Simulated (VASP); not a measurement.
# Au in VASP: a series of runs

Aim: see how the results for Au move with the level of theory and the settings. Levels: PBE, PBEsol. Tasks: single point.

Program: VASP 6.6.1. These are calculated values, not measurements. Logs are shortened: lines on timing, memory, paths and dates and some standing lists are left out, and cuts for length are marked.

## Step 1: The cell of the first run

Symmetry: I4/mmm, No. 139, tetragonal system. The conventional cell has a = 2.878 Å, b = 2.878 Å, c = 4.132 Å, α = 90.00°, β = 90.00°, γ = 90.00°. Within 3.8 Å of Au (site symmetry 4/mmm) lie 12 Au at 2.88 to 2.90 Å.

## Step 2: Single point, PBE (z stretched by +1 % at fixed volume)

Contents of INCAR:

```
  ALGO = Normal
  EDIFF = 1E-6
  ENCUT = 520
  GGA = PE
  ISIF = 2
  ISMEAR = -1
  LASPH = True
  LCHARG = True
  LELF = True
  LREAL = False
  LVHAR = True
  LWAVE = False
  NBANDS = 12
  NELM = 100
  PREC = Accurate
  SIGMA = 0.08
```

Contents of KPOINTS:

```
k-points
0
Gamma
  14 14 14
```

Contents of POSCAR:

```
Au
1.0
    0.0000000000      2.0353485725      2.0659550000
    2.0353485725      0.0000000000      2.0659550000
    2.0353485725      2.0353485725      0.0000000000
Au
1
Direct
    0.0000000000      0.0000000000      0.0000000000
```

Potentials or basis: VASP PAW PBE potentials, release 64 (Au).

Launch:

```console
$ cat potpaw_PBE.64/Au/POTCAR > POTCAR
$ mpirun -np 1 vasp_std > vasp.out
```

OUTCAR:

```text
EDIFF = 1E-6
   ENCUT = 520
   GGA = PE
   ISIF = 2
   ISMEAR = -1
   LASPH = True
   LREAL = False
   NELM = 100
   PREC = Accurate

 ion  position               nearest neighbor table
   1  0.000  0.000  0.000-

  LATTYP: Found a body centered tetragonal cell.
 ALAT       =     2.8784175554
 C/A-ratio  =     1.4354797108

  Lattice vectors:

 A1 = (  -2.0353485725,   0.0000000000,   2.0659550000)
 A2 = (   2.0353485725,   0.0000000000,   2.0659550000)
 A3 = (   0.0000000000,   2.0353485725,  -2.0659550000)

Analysis of symmetry for initial positions (statically):
=====================================================================
 Subroutine PRICEL returns:
 Original cell was already a primitive cell.

 Routine SETGRP: Setting up the symmetry group for a
 body centered tetragonal supercell.

 Subroutine GETGRP returns: Found 16 space group operations
 (whereof 16 operations were pure point group operations)
 out of a pool of 16 trial point group operations.

The static configuration has the point symmetry D_4h.

Analysis of symmetry for dynamics (positions and initial velocities):
=====================================================================
 Subroutine PRICEL returns:
 Original cell was already a primitive cell.

 Routine SETGRP: Setting up the symmetry group for a
 body centered tetragonal supercell.

 Subroutine GETGRP returns: Found 16 space group operations
 (whereof 16 operations were pure point group operations)
 out of a pool of 16 trial point group operations.

The dynamic configuration has the point symmetry D_4h.

 Subroutine INISYM returns: Found 16 space group operations
 (whereof 16 operations are pure point group operations),
 and found     1 'primitive' translations

----------------------------------------------------------------------------------------

                                     Primitive cell

  volume of cell :      17.1170

  direct lattice vectors                    reciprocal lattice vectors
     0.000000000  2.035348572  2.065955000    -0.245658167  0.245658167  0.242018824
     2.035348572  0.000000000  2.065955000     0.245658167 -0.245658167  0.242018824
     2.035348572  2.035348572  0.000000000     0.245658167  0.245658167 -0.242018824

  length of vectors
     2.900140320  2.900140320  2.878417555     0.423401679  0.423401679  0.423401679

  position of ions in fractional coordinates (direct lattice)
     0.000000000  0.000000000  0.000000000

  ion indices of the primitive-cell ions
   primitive index   ion index
                 1           1

----------------------------------------------------------------------------------------

 KPOINTS: k-points

Automatic generation of k-mesh.
 Grid dimensions read from file:
 generate k-points for:   14   14   14

 Generating k-lattice:

  Cartesian coordinates                     Fractional coordinates (reciprocal lattice)
    -0.017547012  0.017547012  0.017287059     0.071428571  0.000000000  0.000000000
     0.017547012 -0.017547012  0.017287059     0.000000000  0.071428571  0.000000000
     0.017547012  0.017547012 -0.017287059    -0.000000000 -0.000000000  0.071428571

  Length of vectors
     0.030242977  0.030242977  0.030242977

  Shift w.r.t. Gamma in fractional coordinates (k-lattice)
     0.000000000  0.000000000  0.000000000

 Subroutine IBZKPT returns following result:
 ===========================================

 Found    244 irreducible k-points:

 Following reciprocal coordinates:
            Coordinates               Weight
  0.000000  0.000000  0.000000      1.000000
  0.071429  0.000000  0.000000      8.000000
  0.142857 -0.000000  0.000000      8.000000
  0.214286 -0.000000  0.000000      8.000000
  0.285714 -0.000000  0.000000      8.000000
  0.357143 -0.000000  0.000000      8.000000
[... 16 lines left out ...]
  0.214286  0.142857  0.000000      8.000000
  0.285714  0.142857  0.000000      8.000000
 [... further k-points ...]
   k-points           NKPTS =    244   k-points in BZ     NKDIM =    244   number of bands    NBANDS=     12
   number of dos      NEDOS =    301   number of ions     NIONS =      1
   total plane-waves  NPLWV =  13824
   dimension x,y,z NGX =    24 NGY =   24 NGZ =   24
   dimension x,y,z NGXF=    48 NGYF=   48 NGZF=   48
   ions per type =               1
   NGX,Y,Z   is equivalent  to a cutoff of  13.76, 13.76, 13.86 a.u.
   NGXF,Y,Z  is equivalent  to a cutoff of  27.52, 27.52, 27.72 a.u.
 SYSTEM =  unknown system
   PREC   = accura    normal or accurate (medium, high low for compatibility)
   ISTART =      0    job   : 0-new  1-cont  2-samecut
   ICHARG =      2    charge: 1-file 2-atom 10-const
   ISPIN  =      1    spin polarized calculation?
   LNONCOLLINEAR =      F non collinear calculations
   LSORBIT =      F    spin-orbit coupling
   LASPH  =      T    aspherical Exc in radial PAW
   ENCUT  =  520.0 eV  38.22 Ry    6.18 a.u.   5.39  5.39  5.35*2*pi/ulx,y,z
   NELM   =    100;   NELMIN=  2; NELMDL= -5     # of ELM steps
   EDIFF  = 0.1E-05   stopping-criterion for ELM
   LREAL  =      F    real-space projection
   EDIFFG = 0.1E-04   stopping-criterion for IOM
   NSW    =      0    number of steps for IOM
   IBRION =     -1    ionic relax: 0-MD 1-quasi-New 2-CG
   NFREE  =      0    steps in history (QN), initial steepest desc. (CG)
   ISIF   =      2    stress and relaxation
   ISYM   =      2    0-nonsym 1-usesym 2-fastsym
   POTIM  = 0.5000    time-step for ionic-motion
   TEBEG  =    0.0;   TEEND  =   0.0 temperature during run
   PSTRESS=    0.0 pullay stress
   NELECT =      11.0000    total number of electrons
   NUPDOWN=      -1.0000    fix difference up-down
   EMIN   =  10.00;   EMAX   =-10.00  energy-range for DOS
   EFERMI =   0.00;   METHOD = LEGACY
   ISMEAR =    -1;   SIGMA  =   0.08  broadening in eV -4-tet -1-fermi 0-gaus
   EFERMI_NEDOS =   21; number of points for ismear=-14 and -15
   IALGO  =     38    algorithm
   IMIX   =      4    mixing-type and parameters
     AMIX     =   0.40;   BMIX     =  1.00
     AMIX_MAG =   1.60;   BMIX_MAG =  1.00
  volume/ion in A,a.u.               =      17.12       115.51
  Fermi-wavevector in a.u.,A,eV,Ry     =   1.412742  2.669696 27.155058  1.995840
  Thomas-Fermi vector in A             =   2.534459
   LORBIT       =      0    0 simple, 1 ext, 2 COOP (PROOUT), +10 PAW based schemes
   GGA     = PE    functional components
   LHFCALC =     F    Hartree Fock is set to
   AEXX    =    0.0000 exact exchange contribution
   IVDW    =     0    specifies the selected vdW correction
   LEPSILON=     F    determine dielectric tensor
   LRPA    =     F    only Hartree local field effects (RPA)
 non-spin polarized calculation
  energy-cutoff  :      520.00
  volume of cell :       17.12
 maximum number of plane-waves:       477
 NGX is ok and might be reduce to    24
   NGX = 11   NGY = 11   NGZ = 11

 number of electron      11.0000000 magnetization

 Free energy of the ion-electron system (eV)
  ---------------------------------------------------
  ext. energy  EPLUGINS =         0.00000000
  ---------------------------------------------------
  free energy    TOTEN  =        -3.20232133 eV

  energy without entropy =       -3.19557989  energy(sigma->0) =       -3.19895061

 E-fermi :   9.3648     XC(G=0): -12.6913

 val. band max:        9.3622009296   @ k =   0.5000   0.3571   0.1429
 cond. band min:       9.3969422676   @ k =   0.5000   0.1429   0.3571
 fundamental gap:      0.0347413380
 Fermi energy:         9.3648347782

 k-point     1 :       0.0000    0.0000    0.0000
  band No.  band energies     occupation
      1      -0.4086      2.00000
      2       4.6411      2.00000
      3       4.7751      2.00000
      4       4.7751      2.00000
      5       6.1595      2.00000
      6       6.3040      2.00000
      7      23.9320      0.00000
      8      27.7378      0.00000
      9      27.9884      0.00000
     10      27.9884      0.00000
     11      32.7973      0.00000
     12      37.2857      0.00000

 k-point     2 :       0.0714    0.0000    0.0000
  band No.  band energies     occupation
      1      -0.2315      2.00000
      2       4.6401      2.00000
      3       4.7792      2.00000
      4       4.8352      2.00000
      5       6.1361      2.00000
      6       6.2740      2.00000
      7      24.1358      0.00000
      8      26.8022      0.00000
      9      28.0345      0.00000
     10      28.1975      0.00000
     11      33.6026      0.00000
     12      35.6201      0.00000

 k-point     3 :       0.1429   -0.0000    0.0000
  band No.  band energies     occupation
      1       0.2747      2.00000
      2       4.5415      2.00000
      3       4.8891      2.00000
      4       4.9765      2.00000
      5       6.1145      2.00000
      6       6.2280      2.00000
      7      24.2182      0.00000
      8      25.0580      0.00000
      9      28.5928      0.00000
     10      28.7571      0.00000
     11      32.2806      0.00000
     12      34.4690      0.00000

 k-point     4 :       0.2143   -0.0000    0.0000
  band No.  band energies     occupation
      1       1.0078      2.00000
      2       4.5022      2.00000
      3       4.9645      2.00000
      4       5.0737      2.00000
      5       6.2325      2.00000
      6       6.2991      2.00000
      7      21.9144      0.00000
      8      25.1111      0.00000
      9      29.2074      0.00000
     10      29.3530      0.00000
     11      31.0682      0.00000
     12      32.7017      0.00000

 k-point     5 :       0.2857   -0.0000    0.0000
  band No.  band energies     occupation
      1       1.7034      2.00000
      2       4.8475      2.00000
      3       4.9011      2.00000
      4       5.0252      2.00000
      5       6.5634      2.00000
      6       6.5800      2.00000
      7      19.1393      0.00000
      8      24.7125      0.00000
      9      28.8832      0.00000
     10      29.0596      0.00000
     11      31.5328      0.00000
     12      32.2199      0.00000
[... 228 lines left out ...]
      1       0.0613      2.00000
      2       4.5970      2.00000
      3       4.8327      2.00000
      4       4.9190      2.00000
      5       6.1371      2.00000
      6       6.2115      2.00000
      7      24.4175      0.00000
      8      25.8138      0.00000
      9      27.4795      0.00000
     10      28.9651      0.00000
     11      33.0483      0.00000
     12      34.8983      0.00000

 k-point    22 :       0.1429    0.1429    0.0000
  band No.  band energies     occupation
      1       0.4904      2.00000
      2       4.2138      2.00000
      3       5.1908      2.00000
      4       5.1908      2.00000
      5       5.7029      2.00000
      6       6.4936      2.00000
      7      25.0135      0.00000
      8      26.1797      0.00000
      9      26.9740      0.00000
     10      26.9740      0.00000
     11      32.1964      0.00000
     12      34.3213      0.00000

 k-point    23 :       0.2143    0.1429    0.0000
  band No.  band energies     occupation
      1       1.0526      2.00000
      2       4.0401      2.00000
      3       5.2327      2.00000
      4       5.3856      2.00000
      5       5.7410      2.00000
      6       6.6017      2.00000
      7      24.1609      0.00000
      8      25.5785      0.00000
      9      26.3704      0.00000
     10      27.4956      0.00000
     11      30.3027      0.00000
     12      34.0691      0.00000

 k-point    24 :       0.2857    0.1429    0.0000
  band No.  band energies     occupation
      1       1.7790      2.00000
      2       3.9794      2.00000
      3       4.9704      2.00000
      4       5.4684      2.00000
      5       6.2809      2.00000
      6       6.8169      2.00000
      7      21.4396      0.00000
      8      25.4860      0.00000
      9      25.8167      0.00000
     10      27.4737      0.00000
     11      30.4614      0.00000
     12      33.9049      0.00000

 [... further k-points ...]
[... 5 lines left out ...]
  --------------------------------------------------------------------------------------
  -------------------------------------------------------------------------------------
  Total        0.8169417      0.8169417      0.7788512      0.0000000      0.0000000     -0.0000000
  in kB       76.4668537     76.4668537     72.9015246      0.0000000      0.0000000     -0.0000000
  external PRESSURE =      75.2784107 kB  Pullay stress =       0.0000000 kB

 VOLUME and BASIS-vectors are now :
 -----------------------------------------------------------------------------
  energy-cutoff  :      520.00
  volume of cell :       17.12
      direct lattice vectors                 reciprocal lattice vectors
     0.000000000  2.035348572  2.065955000    -0.245658167  0.245658167  0.242018824
     2.035348572  0.000000000  2.065955000     0.245658167 -0.245658167  0.242018824
     2.035348572  2.035348572  0.000000000     0.245658167  0.245658167 -0.242018824

 POSITION                                       TOTAL-FORCE (eV/Angst)
 -----------------------------------------------------------------------------------
      0.00000      0.00000      0.00000         0.000000      0.000000      0.000000
 -----------------------------------------------------------------------------------
    total drift:                               -0.000000     -0.000000     -0.000000

  FREE ENERGIE OF THE ION-ELECTRON SYSTEM (eV)
  ---------------------------------------------------
  free  energy   TOTEN  =        -3.2023213264 eV

  energy  without entropy=       -3.1955798911  energy(sigma->0) =       -3.19895061
```

Wall time 18 s (1 thread of Intel Xeon Platinum 8488C (Sapphire Rapids), shared host); peak memory 0.17 GiB.

Results:

| Quantity | Value |
| --- | --- |
| Free energy | -3.2023 eV |
| Pressure | 7.5 GPa |

Stress tensor (GPa, compression positive):
```
7.65 0.00 0.00
0.00 7.65 0.00
0.00 0.00 7.29
```

Caveat: spin-orbit coupling is left out, which moves the levels of the heavy elements.

(Continued in part 2 of 2.)
